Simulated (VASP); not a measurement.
# ZrC in VASP: a series of runs

Runs on ZrC. Level: PBE. Tasks: single point.

Everything below comes from runs of VASP 6.6.1. Logs are shortened: lines on timing, memory, paths and dates and some standing lists are left out, and cuts for length are marked.

### Step 1. The cell of the first run

The structure is cubic, space group Fm-3m (No. 225). The conventional cell has a = 4.700 Å, b = 4.700 Å, c = 4.700 Å, α = 90.00°, β = 90.00°, γ = 90.00°. Zr (site symmetry m-3m) has 6 C at 2.35 Å within 3.1 Å. C (site symmetry m-3m) has 6 Zr at 2.35 Å within 3.1 Å.

### Step 2. Single point, PBE

Input file INCAR:

```
SYSTEM = ZrC
PREC = Accurate
ENCUT = 520
EDIFF = 1E-7
ISMEAR = -1
SIGMA = 0.05
LREAL = .False.
LASPH = .True.
NELM = 100
ALGO = Normal
ISIF = 2
LWAVE = .False.
LCHARG = .True.
GGA = PE
LELF = .True.
LVHAR = .True.
NBANDS = 15
```

Input file KPOINTS:

```
regular mesh
0
Gamma
  4 4 4
  0 0 0
```

Input file POSCAR:

```
ZrC
1.0
    0.0000000000      2.3502100000      2.3502100000
    2.3502100000      0.0000000000      2.3502100000
    2.3502100000      2.3502100000      0.0000000000
Zr C
1 1
Direct
    0.5000000000      0.5000000000      0.5000000000
    0.0000000000      0.0000000000      0.0000000000
```

Potentials or basis: VASP PAW PBE potentials, release 64 (Zr_sv, C).

Launch:

```sh
> cat potpaw_PBE.64/Zr_sv/POTCAR potpaw_PBE.64/C/POTCAR > POTCAR
> mpirun -np 1 vasp_std > vasp.out
```

OUTCAR:

```text
SYSTEM = ZrC
   PREC = Accurate
   ENCUT = 520
   EDIFF = 1E-7
   ISMEAR = -1
   LREAL = .False.
   LASPH = .True.
   NELM = 100
   ISIF = 2
   GGA = PE

 ion  position               nearest neighbor table
   1  0.500  0.500  0.500-   2 2.35   2 2.35   2 2.35   2 2.35   2 2.35   2 2.35
   2  0.000  0.000  0.000-   1 2.35   1 2.35   1 2.35   1 2.35   1 2.35   1 2.35

  LATTYP: Found a face centered cubic cell.
 ALAT       =     4.7004200000

  Lattice vectors:

 A1 = (   0.0000000000,   2.3502100000,   2.3502100000)
 A2 = (   2.3502100000,   0.0000000000,   2.3502100000)
 A3 = (   2.3502100000,   2.3502100000,   0.0000000000)

Analysis of symmetry for initial positions (statically):
=====================================================================
 Subroutine PRICEL returns:
 Original cell was already a primitive cell.

 Routine SETGRP: Setting up the symmetry group for a
 face centered cubic supercell.

 Subroutine GETGRP returns: Found 48 space group operations
 (whereof 48 operations were pure point group operations)
 out of a pool of 48 trial point group operations.

The static configuration has the point symmetry O_h .

Analysis of symmetry for dynamics (positions and initial velocities):
=====================================================================
 Subroutine PRICEL returns:
 Original cell was already a primitive cell.

 Routine SETGRP: Setting up the symmetry group for a
 face centered cubic supercell.

 Subroutine GETGRP returns: Found 48 space group operations
 (whereof 48 operations were pure point group operations)
 out of a pool of 48 trial point group operations.

The dynamic configuration has the point symmetry O_h .

 Subroutine INISYM returns: Found 48 space group operations
 (whereof 48 operations are pure point group operations),
 and found     1 'primitive' translations

----------------------------------------------------------------------------------------

                                     Primitive cell

  volume of cell :      25.9627

  direct lattice vectors                    reciprocal lattice vectors
     0.000000000  2.350210000  2.350210000    -0.212746946  0.212746946  0.212746946
     2.350210000  0.000000000  2.350210000     0.212746946 -0.212746946  0.212746946
     2.350210000  2.350210000  0.000000000     0.212746946  0.212746946 -0.212746946

  length of vectors
     3.323698856  3.323698856  3.323698856     0.368488520  0.368488520  0.368488520

  position of ions in fractional coordinates (direct lattice)
     0.500000000  0.500000000  0.500000000
     0.000000000  0.000000000  0.000000000

  ion indices of the primitive-cell ions
   primitive index   ion index
                 1           1
                 2           2

----------------------------------------------------------------------------------------

 KPOINTS: regular mesh

Automatic generation of k-mesh.
 Grid dimensions read from file:
 generate k-points for:    4    4    4

 Generating k-lattice:

  Cartesian coordinates                     Fractional coordinates (reciprocal lattice)
    -0.053186737  0.053186737  0.053186737     0.250000000  0.000000000  0.000000000
     0.053186737 -0.053186737  0.053186737     0.000000000  0.250000000  0.000000000
     0.053186737  0.053186737 -0.053186737     0.000000000  0.000000000  0.250000000

  Length of vectors
     0.092122130  0.092122130  0.092122130

  Shift w.r.t. Gamma in fractional coordinates (k-lattice)
     0.000000000  0.000000000  0.000000000

 Subroutine IBZKPT returns following result:
 ===========================================

 Found      8 irreducible k-points:

 Following reciprocal coordinates:
            Coordinates               Weight
  0.000000  0.000000  0.000000      1.000000
  0.250000  0.000000  0.000000      8.000000
  0.500000  0.000000  0.000000      4.000000
  0.250000  0.250000  0.000000      6.000000
  0.500000  0.250000  0.000000     24.000000
 -0.250000  0.250000  0.000000     12.000000
  0.500000  0.500000  0.000000      3.000000
 -0.250000  0.500000  0.250000      6.000000
   k-points           NKPTS =      8   k-points in BZ     NKDIM =      8   number of bands    NBANDS=     15
   number of dos      NEDOS =    301   number of ions     NIONS =      2
   total plane-waves  NPLWV =  21952
   dimension x,y,z NGX =    28 NGY =   28 NGZ =   28
   dimension x,y,z NGXF=    56 NGYF=   56 NGZF=   56
   ions per type =               1   1
   NGX,Y,Z   is equivalent  to a cutoff of  14.01, 14.01, 14.01 a.u.
   NGXF,Y,Z  is equivalent  to a cutoff of  28.01, 28.01, 28.01 a.u.
 SYSTEM =  ZrC
   PREC   = accura    normal or accurate (medium, high low for compatibility)
   ISTART =      0    job   : 0-new  1-cont  2-samecut
   ICHARG =      2    charge: 1-file 2-atom 10-const
   ISPIN  =      1    spin polarized calculation?
   LNONCOLLINEAR =      F non collinear calculations
   LSORBIT =      F    spin-orbit coupling
   LASPH  =      T    aspherical Exc in radial PAW
   ENCUT  =  520.0 eV  38.22 Ry    6.18 a.u.   6.18  6.18  6.18*2*pi/ulx,y,z
   NELM   =    100;   NELMIN=  2; NELMDL= -5     # of ELM steps
   EDIFF  = 0.1E-06   stopping-criterion for ELM
   LREAL  =      F    real-space projection
   EDIFFG = 0.1E-05   stopping-criterion for IOM
   NSW    =      0    number of steps for IOM
   IBRION =     -1    ionic relax: 0-MD 1-quasi-New 2-CG
   NFREE  =      0    steps in history (QN), initial steepest desc. (CG)
   ISIF   =      2    stress and relaxation
   ISYM   =      2    0-nonsym 1-usesym 2-fastsym
   POTIM  = 0.5000    time-step for ionic-motion
   TEBEG  =    0.0;   TEEND  =   0.0 temperature during run
   PSTRESS=    0.0 pullay stress
   NELECT =      16.0000    total number of electrons
   NUPDOWN=      -1.0000    fix difference up-down
   EMIN   =  10.00;   EMAX   =-10.00  energy-range for DOS
   EFERMI =   0.00;   METHOD = LEGACY
   ISMEAR =    -1;   SIGMA  =   0.05  broadening in eV -4-tet -1-fermi 0-gaus
   EFERMI_NEDOS =   21; number of points for ismear=-14 and -15
   IALGO  =     38    algorithm
   IMIX   =      4    mixing-type and parameters
     AMIX     =   0.40;   BMIX     =  1.00
     AMIX_MAG =   1.60;   BMIX_MAG =  1.00
  volume/ion in A,a.u.               =      12.98        87.60
  Fermi-wavevector in a.u.,A,eV,Ry     =   1.393151  2.632673 26.407131  1.940869
  Thomas-Fermi vector in A             =   2.516825
   LORBIT       =      0    0 simple, 1 ext, 2 COOP (PROOUT), +10 PAW based schemes
   GGA     = PE    functional components
   LHFCALC =     F    Hartree Fock is set to
   AEXX    =    0.0000 exact exchange contribution
   IVDW    =     0    specifies the selected vdW correction
   LEPSILON=     F    determine dielectric tensor
   LRPA    =     F    only Hartree local field effects (RPA)
 non-spin polarized calculation
  energy-cutoff  :      520.00
  volume of cell :       25.96
 maximum number of plane-waves:       725
 NGX is ok and might be reduce to    28
   NGX = 13   NGY = 13   NGZ = 13

 number of electron      16.0000000 magnetization

 Free energy of the ion-electron system (eV)
  ---------------------------------------------------
  ext. energy  EPLUGINS =         0.00000000
  ---------------------------------------------------
  free energy    TOTEN  =       -19.41841841 eV

  energy without entropy =      -19.41629335  energy(sigma->0) =      -19.41735588

 E-fermi :   9.4276     XC(G=0): -12.1378

 val. band max:        9.2015382046   @ k =   0.2500   0.2500   0.0000
 cond. band min:       9.6177237455   @ k =   0.5000   0.5000   0.0000
 fundamental gap:      0.4161855410
 Fermi energy:         9.4275786206

 k-point     1 :       0.0000    0.0000    0.0000
  band No.  band energies     occupation
      1     -38.4517      2.00000
      2     -16.1655      2.00000
      3     -16.1655      2.00000
      4     -16.1655      2.00000
      5      -1.7362      2.00000
      6      10.4832      0.00000
      7      10.4832      0.00000
      8      10.4832      0.00000
      9      10.7240      0.00000
     10      10.7240      0.00000
     11      10.7240      0.00000
     12      12.4431      0.00000
     13      12.4431      0.00000
     14      16.8880      0.00000
     15      20.0858      0.00000

 k-point     2 :       0.2500    0.0000    0.0000
  band No.  band energies     occupation
      1     -38.4010      2.00000
      2     -16.6107      2.00000
      3     -16.2053      2.00000
      4     -16.2053      2.00000
      5      -0.4803      2.00000
      6       6.8460      2.00000
      7       7.8219      2.00000
      8       7.8219      2.00000
      9      12.1933      0.00000
     10      12.1933      0.00000
     11      12.3902      0.00000
     12      16.3752      0.00000
     13      16.3752      0.00000
     14      18.6413      0.00000
     15      22.7301      0.00000

 k-point     3 :       0.5000    0.0000    0.0000
  band No.  band energies     occupation
      1     -38.3498      2.00000
      2     -17.0222      2.00000
      3     -16.2445      2.00000
      4     -16.2445      2.00000
      5       1.3219      2.00000
      6       4.2985      2.00000
      7       6.6531      2.00000
      8       6.6531      2.00000
      9      14.1346      0.00000
     10      14.1346      0.00000
     11      14.9384      0.00000
     12      16.1392      0.00000
     13      19.7293      0.00000
     14      19.7293      0.00000
     15      22.5599      0.00000

 k-point     4 :       0.2500    0.2500    0.0000
  band No.  band energies     occupation
      1     -38.3843      2.00000
      2     -16.5648      2.00000
      3     -16.3086      2.00000
      4     -16.3086      2.00000
      5      -0.5143      2.00000
      6       6.3127      2.00000
      7       9.0208      1.99941
      8       9.2015      1.97847
      9       9.2015      1.97847
     10      13.1834      0.00000
     11      14.2506      0.00000
     12      14.2506      0.00000
     13      16.2058      0.00000
     14      20.7384      0.00000
     15      24.1294      0.00000

 k-point     5 :       0.5000    0.2500    0.0000
  band No.  band energies     occupation
      1     -38.3332      2.00000
      2     -16.8491      2.00000
      3     -16.4717      2.00000
      4     -16.3484      2.00000
      5       0.2543      2.00000
      6       5.9332      2.00000
      7       7.1825      2.00000
      8       7.8186      2.00000
      9      11.1902      0.00000
     10      14.6196      0.00000
     11      15.0139      0.00000
     12      16.8510      0.00000
     13      17.8232      0.00000
     14      20.5201      0.00000
     15      22.3884      0.00000

 k-point     6 :      -0.2500    0.2500    0.0000
  band No.  band energies     occupation
      1     -38.3501      2.00000
      2     -16.7765      2.00000
      3     -16.4958      2.00000
      4     -16.2460      2.00000
      5       0.5097      2.00000
      6       5.4323      2.00000
      7       7.0115      2.00000
      8       7.3624      2.00000
      9      12.7865      0.00000
     10      13.8596      0.00000
     11      14.2586      0.00000
     12      15.6927      0.00000
     13      19.3059      0.00000
     14      19.6826      0.00000
     15      22.9268      0.00000

 k-point     7 :       0.5000    0.5000    0.0000
  band No.  band energies     occupation
      1     -38.3164      2.00000
      2     -16.8991      2.00000
      3     -16.4497      2.00000
      4     -16.4497      2.00000
      5      -0.5828      2.00000
      6       7.5203      2.00000
      7       7.8666      2.00000
      8       9.6177      0.04364
      9       9.6177      0.04364
     10      14.0850      0.00000
     11      15.3056      0.00000
     12      15.3056      0.00000
     13      17.6039      0.00000
     14      20.0809      0.00000
     15      21.6097      0.00000

 k-point     8 :      -0.2500    0.5000    0.2500
  band No.  band energies     occupation
      1     -38.3162      2.00000
      2     -16.6785      2.00000
      3     -16.6785      2.00000
      4     -16.4732      2.00000
      5       0.1064      2.00000
      6       6.9404      2.00000
      7       7.2515      2.00000
      8       7.2515      2.00000
      9      12.8863      0.00000
     10      12.8863      0.00000
     11      15.3155      0.00000
     12      16.6712      0.00000
     13      16.6948      0.00000
     14      23.0956      0.00000
     15      23.0956      0.00000

------------------------ aborting loop because EDIFF is reached ----------------------------------------

  FORCE on cell =-STRESS in cart. coord.  units (eV):
  Direction    XX          YY          ZZ          XY          YZ          ZX
  --------------------------------------------------------------------------------------
  -------------------------------------------------------------------------------------
  Total        0.0931798      0.0931798      0.0931798      0.0000000      0.0000000     -0.0000000
  in kB        5.7501901      5.7501901      5.7501901      0.0000000      0.0000000     -0.0000000
  external PRESSURE =       5.7501901 kB  Pullay stress =       0.0000000 kB

 VOLUME and BASIS-vectors are now :
 -----------------------------------------------------------------------------
  energy-cutoff  :      520.00
  volume of cell :       25.96
      direct lattice vectors                 reciprocal lattice vectors
     0.000000000  2.350210000  2.350210000    -0.212746946  0.212746946  0.212746946
     2.350210000  0.000000000  2.350210000     0.212746946 -0.212746946  0.212746946
     2.350210000  2.350210000  0.000000000     0.212746946  0.212746946 -0.212746946

 POSITION                                       TOTAL-FORCE (eV/Angst)
 -----------------------------------------------------------------------------------
      2.35021      2.35021      2.35021        -0.000000      0.000000     -0.000000
      0.00000      0.00000      0.00000         0.000000     -0.000000      0.000000
 -----------------------------------------------------------------------------------
    total drift:                                0.000000      0.000000      0.000000

  FREE ENERGIE OF THE ION-ELECTRON SYSTEM (eV)
  ---------------------------------------------------
  free  energy   TOTEN  =       -19.4184184073 eV

  energy  without entropy=      -19.4162933548  energy(sigma->0) =      -19.41735588
```

Wall time 8.2 s (1 thread of Intel Xeon Platinum 8259CL at 2.50GHz (Skylake/Cascade Lake), shared host); peak memory 0.15 GiB.

What came out:

| Quantity | Value |
| --- | --- |
| Free energy | -19.4184 eV |
| Pressure | 0.6 GPa |
| Band gap on the k mesh | zero (bands 8 and 9 overlap by 1.28 eV) |

Caveat: the k points lie up to 0.58 Å⁻¹ apart, too coarse for converged energies and pressures of a metal.

### Step 3. Single point, PBE

Input file INCAR:

```
SYSTEM = ZrC
PREC = Accurate ; ENCUT = 520
EDIFF = 1E-7 ; ISMEAR = -1
SIGMA = 0.05 ; LREAL = .FALSE.
LASPH = .TRUE. ; NELM = 80
ALGO = Normal ; ISIF = 2
LWAVE = .FALSE. ; LCHARG = .FALSE.
GGA = PE ; NBANDS = 15
```

Input file KPOINTS:

```
Automatic mesh
0
G
  11 11 11
  0 0 0
```

POSCAR is that of step 2.

Potentials or basis: VASP PAW PBE potentials, release 64 (Zr_sv, C).

Launch:

```sh
> cat potpaw_PBE.64/Zr_sv/POTCAR potpaw_PBE.64/C/POTCAR > POTCAR
> mpirun -np 1 vasp_std > vasp.out
```

Run time: 33 s. Hardware: 1 thread of Intel Xeon Platinum 8259CL at 2.50GHz (Skylake/Cascade Lake), shared host; peak memory 0.17 GiB.

Results (log left out):

| Quantity | Value |
| --- | --- |
| Free energy | -19.4604 eV |
| Pressure | 1.5 GPa |
| Band gap on the k mesh | zero (bands 8 and 9 overlap by 1.30 eV) |

Levels at points of the mesh, in eV from the Fermi level:
| k point | band 5 | band 6 | band 7 | band 8 | band 9 | band 10 | band 11 | band 12 |
| --- | --- | --- | --- | --- | --- | --- | --- | --- |
| (0.00, 0.00, 0.00) | -11.35 | 0.89 | 0.89 | 0.89 | 1.05 | 1.05 | 1.05 | 2.77 |

### Step 4. Single point, PBE

Input file INCAR:

```
SYSTEM = ZrC
ALGO = Normal ; EDIFF = 1E-7
ENCUT = 520 ; GGA = PE
ISIF = 2 ; ISMEAR = -1
LASPH = .True. ; LCHARG = .False.
LREAL = .False. ; LWAVE = .False.
NBANDS = 15 ; NELM = 60
PREC = Accurate ; SIGMA = 0.05
```

Input file KPOINTS:

```
k-points
0
Gamma
  21 21 21
  0 0 0
```

POSCAR is that of step 3.

Launch:

```sh
> cat potpaw_PBE.64/Zr_sv/POTCAR potpaw_PBE.64/C/POTCAR > POTCAR
> mpirun -np 1 vasp_std > vasp.out
```

Run time: 2.6 min. Hardware: 1 thread of Intel Xeon Platinum 8259CL at 2.50GHz (Skylake/Cascade Lake), shared host; peak memory 0.24 GiB.

It converged, with:

* Free energy: -19.4624 eV
* Pressure: 1.4 GPa
* Band gap on the k mesh: zero (bands 8 and 9 overlap by 1.31 eV)

Levels at points of the mesh, in eV from the Fermi level:
| k point | band 4 | band 5 | band 6 | band 7 | band 8 | band 9 | band 10 | band 11 | band 12 | band 13 |
| --- | --- | --- | --- | --- | --- | --- | --- | --- | --- | --- |
| (0.00, 0.00, 0.00) | -25.83 | -11.32 | 0.92 | 0.92 | 0.92 | 1.08 | 1.08 | 1.08 | 2.80 | 2.80 |

(Part 1 of 2 ends here.)
